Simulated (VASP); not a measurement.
# Mg3Sb2 (P-3m1) in VASP: notebook, part 2 of 2

VASP 6.6.1. Earlier steps stand in the parts before.

### Step 4. Single point, PBE+D4

This run uses another cell than the first one, of 26.34 Å³/atom.

The input, INCAR:

```
SYSTEM = Mg3Sb2
  ALGO = Normal
  EDIFF = 1E-6
  ENCUT = 600
  GGA = PE
  GGA_COMPAT = .FALSE.
  ISIF = 2
  ISMEAR = 0
  IVDW = 13
  LASPH = .TRUE.
  LCHARG = .TRUE.
  LELF = .TRUE.
  LREAL = .FALSE.
  LVHAR = .TRUE.
  LWAVE = .FALSE.
  NBANDS = 16
  NELM = 120
  PREC = Accurate
  SIGMA = 0.05
```

The input, KPOINTS:

```
k-points
0
G
  6 6 4
  0 0 0
```

The input, POSCAR:

```
Mg3Sb2
1.0
    4.5840525326      0.0000000000      0.0000000000
   -2.2920262663      3.9699059455      0.0000000000
    0.0000000000      0.0000000000      7.2375061567
Sb Mg
2 3
Direct
    0.3333333333      0.6666666667      0.2252481735
    0.6666666667      0.3333333333      0.7747518265
    0.0000000000      0.0000000000      0.0000000000
    0.3333333333      0.6666666667      0.6324830002
    0.6666666667      0.3333333333      0.3675169998
```

Potentials or basis: VASP PAW PBE potentials, release 64 (Sb, Mg).

Launch:

```
$ cat potpaw_PBE.64/Sb/POTCAR potpaw_PBE.64/Mg/POTCAR > POTCAR
$ mpirun -np 1 vasp_std > vasp.out
```

OUTCAR:

```text
SYSTEM = Mg3Sb2
   EDIFF = 1E-6
   ENCUT = 600
   GGA = PE
   ISIF = 2
   ISMEAR = 0
   IVDW = 13
   LASPH = .TRUE.
   LREAL = .FALSE.
   NELM = 120
   PREC = Accurate

 ion  position               nearest neighbor table
   1  0.333  0.667  0.225-   5 2.84   5 2.84   5 2.84   4 2.95   3 3.11   3 3.11   3 3.11
   2  0.667  0.333  0.775-   4 2.84   4 2.84   4 2.84   5 2.95   3 3.11   3 3.11   3 3.11
   3  0.000  0.000  0.000-   1 3.11   2 3.11   1 3.11   2 3.11   2 3.11   1 3.11
   4  0.333  0.667  0.632-   2 2.84   2 2.84   2 2.84   1 2.95   5 3.27   5 3.27   5 3.27
[... 663 lines left out ...]
  --------------------------------------------------------------------------------------
  -------------------------------------------------------------------------------------
  Total      -1.08658    -1.08658    -1.04341     0.00000     0.00000     0.00000
  in kB     -13.21757   -13.21757   -12.69251     0.00000     0.00000     0.00000
  external pressure =      -13.04 kB  Pullay stress =        0.00 kB

 VOLUME and BASIS-vectors are now :
 -----------------------------------------------------------------------------
  energy-cutoff  :      600.00
  volume of cell :      131.71
      direct lattice vectors                 reciprocal lattice vectors
     4.584052533  0.000000000  0.000000000     0.218147587  0.125947568  0.000000000
    -2.292026266  3.969905945  0.000000000     0.000000000  0.251895136  0.000000000
     0.000000000  0.000000000  7.237506157     0.000000000  0.000000000  0.138169140

 POSITION                                       TOTAL-FORCE (eV/Angst)
 -----------------------------------------------------------------------------------
     -0.00000      2.64660      1.63024        -0.000000      0.000000     -0.012018
      2.29203      1.32330      5.60727         0.000000      0.000000      0.012018
      0.00000      0.00000      0.00000        -0.000000      0.000000     -0.000000
     -0.00000      2.64660      4.57760        -0.000000     -0.000000     -0.004116
      2.29203      1.32330      2.65991        -0.000000      0.000000      0.004116
 -----------------------------------------------------------------------------------
    total drift:                                0.000000     -0.000000      0.000000

  FREE ENERGIE OF THE ION-ELECTRON SYSTEM (eV)
  ---------------------------------------------------
  free  energy   TOTEN  =       -16.0453279990 eV

  energy  without entropy=      -16.0453250860  energy(sigma->0) =      -16.04532654
```

OSZICAR:

```text
N       E                     dE             d eps       ncg     rms          rms(c)
DAV:   1     0.491039692205E+02    0.49104E+02   -0.55849E+03   768   0.853E+02
DAV:   2    -0.116808654200E+02   -0.60785E+02   -0.55044E+02   976   0.119E+02
DAV:   3    -0.151768743499E+02   -0.34960E+01   -0.34476E+01  1016   0.297E+01
DAV:   4    -0.152217458603E+02   -0.44872E-01   -0.44864E-01   928   0.387E+00
DAV:   5    -0.152225032050E+02   -0.75734E-03   -0.75733E-03  1016   0.573E-01    0.438E+00
DAV:   6    -0.147339685193E+02    0.48853E+00   -0.50998E-01   936   0.287E+00    0.262E+00
DAV:   7    -0.146333289688E+02    0.10064E+00   -0.38459E-01  1016   0.253E+00    0.104E+00
DAV:   8    -0.146326662202E+02    0.66275E-03   -0.21685E-02   792   0.756E-01    0.603E-02
DAV:   9    -0.146325979089E+02    0.68311E-04   -0.57098E-04   936   0.156E-01    0.593E-02
DAV:  10    -0.146326499723E+02   -0.52063E-04   -0.76641E-05   968   0.478E-02    0.179E-02
DAV:  11    -0.146326721046E+02   -0.22132E-04   -0.29880E-05   848   0.263E-02    0.752E-03
DAV:  12    -0.146326727582E+02   -0.65359E-06   -0.37282E-06  1000   0.889E-03
   1 F= -.16045328E+02 E0= -.16045327E+02  d E =-.291305E-05
```

Wall time 35 s (1 thread of AMD EPYC 9R45 (Zen 5), shared host); peak memory 0.28 GiB.

Results:

```
Free energy                : -16.0453 eV
Pressure                   : -1.3 GPa
Largest force              : 0.012 eV/Å
Band gap on the k mesh     : 0.23 eV (least direct gap 1.05 eV)
Dispersion energy per atom : -0.283 eV
```

Forces in eV/Å, atoms in the order of the input:
```
Sb   0.000  0.000 -0.012
Sb   0.000  0.000  0.012
Mg   0.000  0.000  0.000
Mg   0.000  0.000 -0.004
Mg   0.000  0.000  0.004
```

Caveat: semilocal functionals underestimate gaps, and a narrow one can read as zero; spin-orbit coupling is left out, which moves the levels of the heavy elements. A k mesh can miss the band edges.

### Step 5. Single point, PBE+D4 (26.57 Å³/atom)

This run uses another cell than the first one, of 26.57 Å³/atom.

The input, INCAR:

```
SYSTEM = Mg3Sb2
PREC     = Accurate       ! precision mode
ENCUT    = 600            ! plane-wave cutoff, eV
EDIFF    = 1E-6           ! SCF threshold, eV
ISMEAR   = 0              ! smearing method
SIGMA    = 0.05           ! smearing width, eV
LREAL    = .FALSE.        ! projectors in reciprocal space
LASPH    = .TRUE.         ! aspherical terms in the spheres
NELM     = 120            ! most SCF steps
ALGO     = Normal         ! electronic algorithm
ISIF     = 2              ! what is computed and relaxed
LWAVE    = .FALSE.        ! write WAVECAR
LCHARG   = .TRUE.         ! write CHGCAR
GGA      = PE             ! functional
IVDW     = 13             ! dispersion correction
LELF     = .TRUE.         ! ELF
LVHAR    = .TRUE.       
NBANDS   = 16             ! bands
GGA_COMPAT= .FALSE.
```

The input, KPOINTS:

```
Automatic mesh
0
G
  6 6 4
  0 0 0
```

The input, POSCAR:

```
Mg3Sb2
1.0
    4.5957016403      0.0000000000      0.0000000000
   -2.2978508202      3.9799943687      0.0000000000
    0.0000000000      0.0000000000      7.2635086552
Sb Mg
2 3
Direct
    0.3333333333      0.6666666667      0.2258316619
    0.6666666667      0.3333333333      0.7741683381
    0.0000000000      0.0000000000      0.0000000000
    0.3333333333      0.6666666667      0.6325048295
    0.6666666667      0.3333333333      0.3674951705
```

Potentials or basis: VASP PAW PBE potentials, release 64 (Sb, Mg).

Launch:

```
$ cat potpaw_PBE.64/Sb/POTCAR potpaw_PBE.64/Mg/POTCAR > POTCAR
$ mpirun -np 1 vasp_std > vasp.out
```

OUTCAR:

```text
SYSTEM = Mg3Sb2
   PREC = Accurate
   ENCUT = 600
   EDIFF = 1E-6
   ISMEAR = 0
   LREAL = .FALSE.
   LASPH = .TRUE.
   NELM = 120
   ISIF = 2
   GGA = PE
   IVDW = 13

 ion  position               nearest neighbor table
   1  0.333  0.667  0.226-   5 2.85   5 2.85   5 2.85   4 2.95   3 3.12   3 3.12   3 3.12
   2  0.667  0.333  0.774-   4 2.85   4 2.85   4 2.85   5 2.95   3 3.12   3 3.12   3 3.12
   3  0.000  0.000  0.000-   1 3.12   2 3.12   2 3.12   1 3.12   2 3.12   1 3.12
   4  0.333  0.667  0.633-   2 2.85   2 2.85   2 2.85   1 2.95   5 3.28   5 3.28   5 3.28
   5  0.667  0.333  0.367-   1 2.85   1 2.85   1 2.85   2 2.95   4 3.28   4 3.28   4 3.28

  LATTYP: Found a hexagonal cell.
 ALAT       =     4.5957016403
 C/A-ratio  =     1.5805004815

  Lattice vectors:

 A1 = (   4.5957016403,   0.0000000000,   0.0000000000)
 A2 = (  -2.2978508202,   3.9799943687,   0.0000000000)
 A3 = (   0.0000000000,   0.0000000000,   7.2635086552)

Analysis of symmetry for initial positions (statically):
=====================================================================
 Subroutine PRICEL returns:
 Original cell was already a primitive cell.

 Routine SETGRP: Setting up the symmetry group for a
 hexagonal supercell.

 Subroutine GETGRP returns: Found 12 space group operations
 (whereof 12 operations were pure point group operations)
 out of a pool of 24 trial point group operations.

The static configuration has the point symmetry D_3d.

Analysis of symmetry for dynamics (positions and initial velocities):
=====================================================================
 Subroutine PRICEL returns:
 Original cell was already a primitive cell.

 Routine SETGRP: Setting up the symmetry group for a
 hexagonal supercell.

 Subroutine GETGRP returns: Found 12 space group operations
 (whereof 12 operations were pure point group operations)
 out of a pool of 24 trial point group operations.

The dynamic configuration has the point symmetry D_3d.

 Subroutine INISYM returns: Found 12 space group operations
 (whereof 12 operations are pure point group operations),
[... 125 lines left out ...]
   LORBIT       =      0    0 simple, 1 ext, 2 COOP (PROOUT), +10 PAW based schemes
   GGA     = PE    functional components
   LHFCALC =     F    Hartree Fock is set to
   AEXX    =    0.0000 exact exchange contribution
   IVDW    =    13    specifies the selected vdW correction
   LEPSILON=     F    determine dielectric tensor
   LRPA    =     F    only Hartree local field effects (RPA)
 non-spin polarized calculation
 Gauss-broadening in eV      SIGMA  =   0.05
  energy-cutoff  :      600.00
  volume of cell :      132.86
 maximum number of plane-waves:      4455
 NGX is ok and might be reduce to    40
   NGX = 19   NGY = 19   NGZ = 29

 number of electron      16.0000000 magnetization

 Free energy of the ion-electron system (eV)
  ---------------------------------------------------
  ext. energy  EPLUGINS =         0.00000000
  ---------------------------------------------------
  free energy    TOTEN  =       -14.63447518 eV

  energy without entropy =      -14.63447339  energy(sigma->0) =      -14.63447429

 E-fermi :   4.4894     XC(G=0):  -8.7398

 val. band max:        4.3726560765   @ k =   0.0000   0.0000   0.0000
 cond. band min:       4.6183349147   @ k =   0.3333   0.3333   0.0000
 fundamental gap:      0.2456788382
 Fermi energy:         4.4894303719

 k-point     1 :       0.0000    0.0000    0.0000
  band No.  band energies     occupation
      1      -5.8772      2.00000
      2      -4.6534      2.00000
      3      -0.5058      2.00000
      4       3.2747      2.00000
      5       3.2747      2.00000
      6       3.9698      2.00000
[... 433 lines left out ...]
      3       0.0988      2.00000
      4       0.0988      2.00000
      5       0.3990      2.00000
      6       1.0834      2.00000
[... 8 lines left out ...]
     15       9.4165      0.00000
     16       9.7993      0.00000

------------------------ aborting loop because EDIFF is reached ----------------------------------------

  DFT-D4 for vdW energy calculation

  Edisp (eV):   -1.40020

  FORCE on cell =-STRESS in cart. coord.  units (eV):
  Direction    XX          YY          ZZ          XY          YZ          ZX
  --------------------------------------------------------------------------------------
  -------------------------------------------------------------------------------------
  Total      -1.37258    -1.37258    -1.35168     0.00000     0.00000    -0.00000
  in kB     -16.55260   -16.55260   -16.30065     0.00000     0.00000    -0.00000
  external pressure =      -16.47 kB  Pullay stress =        0.00 kB

 VOLUME and BASIS-vectors are now :
 -----------------------------------------------------------------------------
  energy-cutoff  :      600.00
  volume of cell :      132.86
      direct lattice vectors                 reciprocal lattice vectors
     4.595701640  0.000000000  0.000000000     0.217594630  0.125628318  0.000000000
    -2.297850820  3.979994369  0.000000000     0.000000000  0.251256637  0.000000000
     0.000000000  0.000000000  7.263508655     0.000000000  0.000000000  0.137674511

 POSITION                                       TOTAL-FORCE (eV/Angst)
 -----------------------------------------------------------------------------------
     -0.00000      2.65333      1.64033         0.000000     -0.000000     -0.016201
      2.29785      1.32666      5.62318        -0.000000      0.000000      0.016201
      0.00000      0.00000      0.00000         0.000000      0.000000      0.000000
     -0.00000      2.65333      4.59420         0.000000     -0.000000     -0.002196
      2.29785      1.32666      2.66930         0.000000      0.000000      0.002196
 -----------------------------------------------------------------------------------
    total drift:                               -0.000000      0.000000     -0.000000

  FREE ENERGIE OF THE ION-ELECTRON SYSTEM (eV)
  ---------------------------------------------------
  free  energy   TOTEN  =       -16.0346711464 eV

  energy  without entropy=      -16.0346693616  energy(sigma->0) =      -16.03467025
```

OSZICAR:

```text
N       E                     dE             d eps       ncg     rms          rms(c)
DAV:   1     0.475986237965E+02    0.47599E+02   -0.54579E+03   768   0.841E+02
DAV:   2    -0.115885016938E+02   -0.59187E+02   -0.53145E+02   968   0.120E+02
DAV:   3    -0.151852072100E+02   -0.35967E+01   -0.35655E+01  1072   0.305E+01
DAV:   4    -0.152301094656E+02   -0.44902E-01   -0.44898E-01   840   0.392E+00
DAV:   5    -0.152308843090E+02   -0.77484E-03   -0.77484E-03  1120   0.582E-01    0.436E+00
DAV:   6    -0.147364504981E+02    0.49443E+00   -0.51678E-01   936   0.288E+00    0.260E+00
DAV:   7    -0.146351104373E+02    0.10134E+00   -0.38739E-01  1008   0.254E+00    0.104E+00
DAV:   8    -0.146344654804E+02    0.64496E-03   -0.22445E-02   800   0.761E-01    0.606E-02
DAV:   9    -0.146343987008E+02    0.66780E-04   -0.56966E-04   960   0.156E-01    0.591E-02
DAV:  10    -0.146344517465E+02   -0.53046E-04   -0.76090E-05   904   0.474E-02    0.185E-02
DAV:  11    -0.146344745920E+02   -0.22845E-04   -0.31559E-05   880   0.268E-02    0.787E-03
DAV:  12    -0.146344751775E+02   -0.58554E-06   -0.41252E-06   992   0.928E-03
   1 F= -.16034671E+02 E0= -.16034670E+02  d E =-.178475E-05
```

Wall time 36 s (1 thread of AMD EPYC 9R45 (Zen 5), shared host); peak memory 0.28 GiB.

What came out:

| Quantity | Value |
| --- | --- |
| Free energy | -16.0347 eV |
| Pressure | -1.6 GPa |
| Largest force | 0.016 eV/Å |
| Band gap on the k mesh | 0.25 eV (least direct gap 1.01 eV) |
| Dispersion energy per atom | -0.280 eV |

Forces in eV/Å, atoms in the order of the input:
```
Sb   0.000  0.000 -0.016
Sb   0.000  0.000  0.016
Mg   0.000  0.000  0.000
Mg   0.000  0.000 -0.002
Mg   0.000  0.000  0.002
```

Caveat: semilocal functionals underestimate gaps, and a narrow one can read as zero; spin-orbit coupling is left out, which moves the levels of the heavy elements.

### Step 6. Summary

```csv
level,cell,gap on the mesh (eV),pressure (GPa),largest force (eV/Å)
PBE+D4,"a = 4.568, b = 4.568, c = 7.212 Å, angles 90.0, 90.0, 120.0°, 5 atoms, atomic positions A",0.22,-0.8,0.02
BLYP,"a = 4.573, b = 4.573, c = 7.272 Å, angles 90.0, 90.0, 120.0°, 5 atoms, atomic positions B",0.40,2.4,0.03
PBE+D4,"a = 4.584, b = 4.584, c = 7.238 Å, angles 90.0, 90.0, 120.0°, 5 atoms, atomic positions C",0.23,-1.3,0.01
PBE+D4,"a = 4.596, b = 4.596, c = 7.264 Å, angles 90.0, 90.0, 120.0°, 5 atoms, atomic positions D",0.25,-1.6,0.02
```

Alike in all rows: task single point; potentials or basis VASP PAW PBE potentials, release 64 (Sb, Mg); no spin polarisation; k mesh 6 × 6 × 4; cutoff (eV) 600; smearing gaussian 0.05 eV.

Caveats: semilocal functionals underestimate gaps, and a narrow one can read as zero; spin-orbit coupling is left out, which moves the levels of the heavy elements; the PAW data sets were made with another functional, which shifts forces and pressure a little (at least some runs).

Total energies depend on the potentials used, so only differences within one code and one set of settings carry meaning.
